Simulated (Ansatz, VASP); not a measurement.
# One calculation of Lu, two programs

File INCAR:

```
SYSTEM = Lu
PREC = Accurate
ENCUT = 520
EDIFF = 1E-7
ISMEAR = -1
SIGMA = 0.1
LREAL = .False.
LASPH = .True.
NELM = 60
ALGO = Normal
ISIF = 2
LWAVE = .False.
LCHARG = .True.
GGA = PE
LELF = .True.
LVHAR = .True.
NBANDS = 32
```

Contents of KPOINTS:

```
Automatic mesh
0
Gamma
  2 2 1
  0 0 0
```

Contents of POSCAR:

```
Lu
1.0
    3.5070808964      0.0000000000      0.0000000000
   -1.7535404482      3.0372211494      0.0000000000
    0.0000000000      0.0000000000      5.4772888711
Lu
2
Direct
    0.3333333333      0.6666666667      0.2500000000
    0.6666666667      0.3333333333      0.7500000000
```

Input for Ansatz:

```yaml
crystal:
  lattice:
    - [3.5070808964, 0.0, 0.0]
    - [-1.7535404482, 3.0372211494, 0.0]
    - [0.0, 0.0, 5.4772888711]
  atoms:
    - { symbol: Lu, position: [0.3333333333, 0.6666666667, 0.25] }
    - { symbol: Lu, position: [0.6666666667, 0.3333333333, 0.75] }
hamiltonian:
  xc: pbe
  pseudopotentials:
    kind: paw
    azcp:
      Lu: "pseudopotentials/Lu.paw.azcp"
basis:
  ecutwfc: 420
  fft_grid_basis: typed
kpoints:
  mp_grid: { grid: [2, 2, 1], shift: [0, 0, 0] }
magnetization:
  spin_polarized: false
scf:
  occupations: { method: fermi_dirac, width: 0.1 }
  lower_state_search: "off"
output:
  stress: true
```

Alike in both runs: task single point; functional PBE; k mesh 2 × 2 × 1; occupations fermi-dirac, width 0.1 eV; no spin polarisation.

|  | VASP | Ansatz |
| --- | --- | --- |
| version | VASP 6.6.1 | Ansatz 0.2.0 |
| potentials or method | VASP PAW PBE potentials, release 64 (Lu), cutoff 520 eV | plane waves (420 eV) with PAW, scalar-relativistic |
| valence electrons in the cell | 50 | 50 |

|  | VASP | Ansatz | Ansatz less VASP |
| --- | --- | --- | --- |
| pressure (GPa) | -9.0 | -9.1 | -0.09 |
| traceless stress, the component that is largest in VASP (GPa) | 0.86 | 0.84 | -0.021 |

The functional is the same, so the differences come from potentials, cutoffs and numerics.

The k mesh is coarse, so the values compare programs but aren't converged. Neither program's run includes spin-orbit coupling.
